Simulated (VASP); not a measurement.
# K3F2 (P4/mbm) in VASP: single point with PBE

Aim: the single point of K3F2 with PBE.

Program: VASP 6.6.1. These are calculated values, not measurements. Logs are shortened: lines on timing, memory, paths and dates and some standing lists are left out, and cuts for length are marked.

**1. The cell of the first run**

The structure is tetragonal, space group P4/mbm (No. 127). The conventional cell has a = 8.189 Å, b = 8.189 Å, c = 4.697 Å, α = 90.00°, β = 90.00°, γ = 90.00°. Within 3.9 Å of K (site symmetry 4/m) lie 4 F at 2.90 Å and 8 K at 3.84 Å. K (site symmetry m2m) has 2 F at 2.54 Å within 3.3 Å. Within 3.3 Å of F (site symmetry m2m) lie 4 K at 2.54 to 2.90 Å.

**2. Single point, PBE**

INCAR

```
  PREC = Accurate
  ENCUT = 520
  EDIFF = 1E-7
  ISMEAR = 0
  SIGMA = 0.1
  LREAL = False
  LASPH = True
  NELM = 100
  ALGO = Normal
  ISIF = 2
  LWAVE = False
  LCHARG = False
  GGA = PE
  NBANDS = 52
```

KPOINTS

```
Automatic mesh
0
Gamma
  6 6 8
```

POSCAR

```
K3F2
1.0
    8.1885294007      0.0000000000      0.0000000000
    0.0000000000      8.1885294007      0.0000000000
    0.0000000000      0.0000000000      4.6968611971
K F
6 4
Direct
    0.0000000000      0.0000000000      0.0000000000
    0.5000000000      0.5000000000      0.0000000000
    0.1701610497      0.6701610497      0.5000000000
    0.3298389503      0.1701610497      0.5000000000
    0.8298389503      0.3298389503      0.5000000000
    0.6701610497      0.8298389503      0.5000000000
    0.2529944409      0.7529944409      0.0000000000
    0.2470055591      0.2529944409      0.0000000000
    0.7470055591      0.2470055591      0.0000000000
    0.7529944409      0.7470055591      0.0000000000
```

Potentials or basis: VASP PAW PBE potentials, release 64 (K_sv, F).

Launch:

```sh
> cat potpaw_PBE.64/K_sv/POTCAR potpaw_PBE.64/F/POTCAR > POTCAR
> mpirun -np 1 vasp_std > vasp.out
```

OUTCAR:

```text
PREC = Accurate
   ENCUT = 520
   EDIFF = 1E-7
   ISMEAR = 0
   LREAL = False
   LASPH = True
   NELM = 100
   ISIF = 2
   GGA = PE

 ion  position               nearest neighbor table
   1  0.000  0.000  0.000-
   2  0.500  0.500  0.000-
   3  0.170  0.670  0.500-   7 2.54   7 2.54
   4  0.330  0.170  0.500-   8 2.54   8 2.54
   5  0.830  0.330  0.500-   9 2.54   9 2.54
   6  0.670  0.830  0.500-  10 2.54  10 2.54
   7  0.253  0.753  0.000-   3 2.54   3 2.54
   8  0.247  0.253  0.000-   4 2.54   4 2.54
   9  0.747  0.247  0.000-   5 2.54   5 2.54
  10  0.753  0.747  0.000-   6 2.54   6 2.54

  LATTYP: Found a simple tetragonal cell.
 ALAT       =     8.1885294007
 C/A-ratio  =     0.5735903197

  Lattice vectors:

 A1 = (   8.1885294007,   0.0000000000,   0.0000000000)
 A2 = (   0.0000000000,   8.1885294007,   0.0000000000)
 A3 = (   0.0000000000,   0.0000000000,   4.6968611971)

Analysis of symmetry for initial positions (statically):
=====================================================================
 Subroutine PRICEL returns:
 Original cell was already a primitive cell.

 Routine SETGRP: Setting up the symmetry group for a
 simple tetragonal supercell.

 Subroutine GETGRP returns: Found 16 space group operations
 (whereof  8 operations were pure point group operations)
 out of a pool of 16 trial point group operations.

The static configuration has the point symmetry C_4h.
 The point group associated with its full space group is D_4h.

Analysis of symmetry for dynamics (positions and initial velocities):
=====================================================================
 Subroutine PRICEL returns:
 Original cell was already a primitive cell.

 Routine SETGRP: Setting up the symmetry group for a
 simple tetragonal supercell.

 Subroutine GETGRP returns: Found 16 space group operations
 (whereof  8 operations were pure point group operations)
 out of a pool of 16 trial point group operations.

The dynamic configuration has the point symmetry C_4h.
 The point group associated with its full space group is D_4h.

 Subroutine INISYM returns: Found 16 space group operations
 (whereof  8 operations are pure point group operations),
 and found     1 'primitive' translations

----------------------------------------------------------------------------------------

                                     Primitive cell

  volume of cell :     314.9340

  direct lattice vectors                    reciprocal lattice vectors
     8.188529401  0.000000000  0.000000000     0.122122050  0.000000000  0.000000000
     0.000000000  8.188529401  0.000000000     0.000000000  0.122122050  0.000000000
     0.000000000  0.000000000  4.696861197     0.000000000  0.000000000  0.212908144

  length of vectors
     8.188529401  8.188529401  4.696861197     0.122122050  0.122122050  0.212908144

  position of ions in fractional coordinates (direct lattice)
     0.000000000  0.000000000  0.000000000
     0.500000000  0.500000000  0.000000000
     0.170161050  0.670161050  0.500000000
     0.329838950  0.170161050  0.500000000
     0.829838950  0.329838950  0.500000000
     0.670161050  0.829838950  0.500000000
     0.252994441  0.752994441  0.000000000
     0.247005559  0.252994441  0.000000000
     0.747005559  0.247005559  0.000000000
     0.752994441  0.747005559  0.000000000

  ion indices of the primitive-cell ions
   primitive index   ion index
                 1           1
                 2           2
                 3           3
                 4           4
                 5           5
                 6           6
                 7           7
                 8           8
                 9           9
                10          10

----------------------------------------------------------------------------------------

 KPOINTS: Automatic mesh

Automatic generation of k-mesh.
 Grid dimensions read from file:
 generate k-points for:    6    6    8

 Generating k-lattice:

  Cartesian coordinates                     Fractional coordinates (reciprocal lattice)
     0.020353675  0.000000000  0.000000000     0.166666667  0.000000000  0.000000000
     0.000000000  0.020353675  0.000000000     0.000000000  0.166666667  0.000000000
     0.000000000  0.000000000  0.026613518     0.000000000  0.000000000  0.125000000

  Length of vectors
     0.020353675  0.020353675  0.026613518

  Shift w.r.t. Gamma in fractional coordinates (k-lattice)
     0.000000000  0.000000000  0.000000000

 Subroutine IBZKPT returns following result:
 ===========================================

 Found     50 irreducible k-points:

 Following reciprocal coordinates:
            Coordinates               Weight
  0.000000  0.000000  0.000000      1.000000
  0.166667  0.000000  0.000000      4.000000
  0.333333  0.000000  0.000000      4.000000
  0.500000  0.000000  0.000000      2.000000
  0.166667  0.166667  0.000000      4.000000
  0.333333  0.166667  0.000000      8.000000
[... 16 lines left out ...]
  0.333333  0.000000  0.250000      8.000000
  0.500000  0.000000  0.250000      4.000000
 [... further k-points ...]
   k-points           NKPTS =     50   k-points in BZ     NKDIM =     50   number of bands    NBANDS=     52
   number of dos      NEDOS =    301   number of ions     NIONS =     10
   total plane-waves  NPLWV = 147456
   dimension x,y,z NGX =    64 NGY =   64 NGZ =   36
   dimension x,y,z NGXF=   128 NGYF=  128 NGZF=   72
   ions per type =               6   4
   NGX,Y,Z   is equivalent  to a cutoff of  12.99, 12.99, 12.74 a.u.
   NGXF,Y,Z  is equivalent  to a cutoff of  25.99, 25.99, 25.48 a.u.
 SYSTEM =  unknown system
   PREC   = accura    normal or accurate (medium, high low for compatibility)
   ISTART =      0    job   : 0-new  1-cont  2-samecut
   ICHARG =      2    charge: 1-file 2-atom 10-const
   ISPIN  =      1    spin polarized calculation?
   LNONCOLLINEAR =      F non collinear calculations
   LSORBIT =      F    spin-orbit coupling
   LASPH  =      T    aspherical Exc in radial PAW
   ENCUT  =  520.0 eV  38.22 Ry    6.18 a.u.  15.23 15.23  8.73*2*pi/ulx,y,z
   NELM   =    100;   NELMIN=  2; NELMDL= -5     # of ELM steps
   EDIFF  = 0.1E-06   stopping-criterion for ELM
   LREAL  =      F    real-space projection
   EDIFFG = 0.1E-05   stopping-criterion for IOM
   NSW    =      0    number of steps for IOM
   IBRION =     -1    ionic relax: 0-MD 1-quasi-New 2-CG
   NFREE  =      0    steps in history (QN), initial steepest desc. (CG)
   ISIF   =      2    stress and relaxation
   ISYM   =      2    0-nonsym 1-usesym 2-fastsym
   POTIM  = 0.5000    time-step for ionic-motion
   TEBEG  =    0.0;   TEEND  =   0.0 temperature during run
   PSTRESS=    0.0 pullay stress
   NELECT =      82.0000    total number of electrons
   NUPDOWN=      -1.0000    fix difference up-down
   EMIN   =  10.00;   EMAX   =-10.00  energy-range for DOS
   EFERMI =   0.00;   METHOD = LEGACY
   ISMEAR =     0;   SIGMA  =   0.10  broadening in eV -4-tet -1-fermi 0-gaus
   EFERMI_NEDOS =   21; number of points for ismear=-14 and -15
   IALGO  =     38    algorithm
   IMIX   =      4    mixing-type and parameters
     AMIX     =   0.40;   BMIX     =  1.00
     AMIX_MAG =   1.60;   BMIX_MAG =  1.00
  volume/ion in A,a.u.               =      31.49       212.53
  Fermi-wavevector in a.u.,A,eV,Ry     =   1.045377  1.975476 14.868624  1.092813
  Thomas-Fermi vector in A             =   2.180170
   LORBIT       =      0    0 simple, 1 ext, 2 COOP (PROOUT), +10 PAW based schemes
   GGA     = PE    functional components
   LHFCALC =     F    Hartree Fock is set to
   AEXX    =    0.0000 exact exchange contribution
   IVDW    =     0    specifies the selected vdW correction
   LEPSILON=     F    determine dielectric tensor
   LRPA    =     F    only Hartree local field effects (RPA)
 non-spin polarized calculation
 Gauss-broadening in eV      SIGMA  =   0.10
  energy-cutoff  :      520.00
  volume of cell :      314.93
 maximum number of plane-waves:      8560
 NGX is ok and might be reduce to    64
   NGX = 31   NGY = 31   NGZ = 17

 number of electron      81.9999981 magnetization

 Free energy of the ion-electron system (eV)
  ---------------------------------------------------
  ext. energy  EPLUGINS =         0.00000000
  ---------------------------------------------------
  free energy    TOTEN  =       -32.45208720 eV

  energy without entropy =      -32.43618986  energy(sigma->0) =      -32.44413853

 E-fermi :   1.0304     XC(G=0):  -6.8380

 val. band max:        1.0297215994   @ k =   0.3333   0.1667   0.3750
 cond. band min:       1.0816075978   @ k =   0.1667   0.1667   0.5000
 fundamental gap:      0.0518859984
 Fermi energy:         1.0303518398

 k-point     1 :       0.0000    0.0000    0.0000
  band No.  band energies     occupation
      1     -30.7748      2.00000
      2     -30.7611      2.00000
      3     -30.7588      2.00000
      4     -30.7588      2.00000
      5     -30.6056      2.00000
      6     -30.6020      2.00000
[... 44 lines left out ...]
     51       5.0890      0.00000
     52       5.1976      0.00000

 k-point     2 :       0.1667    0.0000    0.0000
  band No.  band energies     occupation
      1     -30.7740      2.00000
      2     -30.7622      2.00000
      3     -30.7588      2.00000
      4     -30.7586      2.00000
      5     -30.6054      2.00000
      6     -30.6023      2.00000
[... 44 lines left out ...]
     51       5.1404      0.00000
     52       5.2629      0.00000
[... 1153 lines left out ...]
     51       4.5744      0.00000
     52       4.9575      0.00000

 k-point    24 :       0.5000    0.0000    0.2500
  band No.  band energies     occupation
      1     -30.7645      2.00000
      2     -30.7645      2.00000
      3     -30.7555      2.00000
      4     -30.7555      2.00000
      5     -30.6041      2.00000
      6     -30.6041      2.00000
[... 44 lines left out ...]
     51       4.7368      0.00000
     52       4.7368      0.00000

 [... further k-points ...]

------------------------ aborting loop because EDIFF is reached ----------------------------------------

  FORCE on cell =-STRESS in cart. coord.  units (eV):
  Direction    XX          YY          ZZ          XY          YZ          ZX
  --------------------------------------------------------------------------------------
  -------------------------------------------------------------------------------------
  Total       -0.0460449     -0.0460449      0.1111134      0.0000000     -0.0000000      0.0000000
  in kB       -0.2342463     -0.2342463      0.5652722      0.0000000     -0.0000000      0.0000000
  external PRESSURE =       0.0322598 kB  Pullay stress =       0.0000000 kB

 VOLUME and BASIS-vectors are now :
 -----------------------------------------------------------------------------
  energy-cutoff  :      520.00
  volume of cell :      314.93
      direct lattice vectors                 reciprocal lattice vectors
     8.188529401  0.000000000  0.000000000     0.122122050  0.000000000  0.000000000
     0.000000000  8.188529401  0.000000000     0.000000000  0.122122050  0.000000000
     0.000000000  0.000000000  4.696861197     0.000000000  0.000000000  0.212908144

 POSITION                                       TOTAL-FORCE (eV/Angst)
 -----------------------------------------------------------------------------------
      0.00000      0.00000      0.00000         0.000000      0.000000      0.000000
      4.09426      4.09426      0.00000         0.000000      0.000000      0.000000
      1.39337      5.48763      2.34843        -0.007627     -0.007627      0.000000
      2.70090      1.39337      2.34843         0.007627     -0.007627      0.000000
      6.79516      2.70090      2.34843         0.007627      0.007627      0.000000
      5.48763      6.79516      2.34843        -0.007627      0.007627     -0.000000
      2.07165      6.16592      0.00000         0.001149      0.001149     -0.000000
      2.02261      2.07165      0.00000        -0.001149      0.001149     -0.000000
      6.11688      2.02261      0.00000        -0.001149     -0.001149      0.000000
      6.16592      6.11688      0.00000         0.001149     -0.001149      0.000000
 -----------------------------------------------------------------------------------
    total drift:                                0.000000     -0.000000     -0.000000

  FREE ENERGIE OF THE ION-ELECTRON SYSTEM (eV)
  ---------------------------------------------------
  free  energy   TOTEN  =       -32.4520871967 eV

  energy  without entropy=      -32.4361898623  energy(sigma->0) =      -32.44413853
```

Wall time 20 min (1 thread of Intel Xeon 8259CL, shared host); peak memory 0.76 GiB.

Results:

```
Free energy            : -32.4521 eV
Pressure               : 0.0 GPa
Largest force          : 0.011 eV/Å
Band gap on the k mesh : zero (bands 41 and 42 overlap by 1.47 eV)
```

Forces in eV/Å, atoms in the order of the input:
```
K    0.000  0.000  0.000
K    0.000  0.000  0.000
K   -0.008 -0.008  0.000
K    0.008 -0.008  0.000
K    0.008  0.008  0.000
K   -0.008  0.008  0.000
F    0.001  0.001  0.000
F   -0.001  0.001  0.000
F   -0.001 -0.001  0.000
F    0.001 -0.001  0.000
```

Stress tensor (GPa, compression positive):
```
-0.02  0.00  0.00
 0.00 -0.02  0.00
 0.00  0.00  0.06
```

The gap in the log of VASP goes by the Fermi energy; the results here count the filled bands.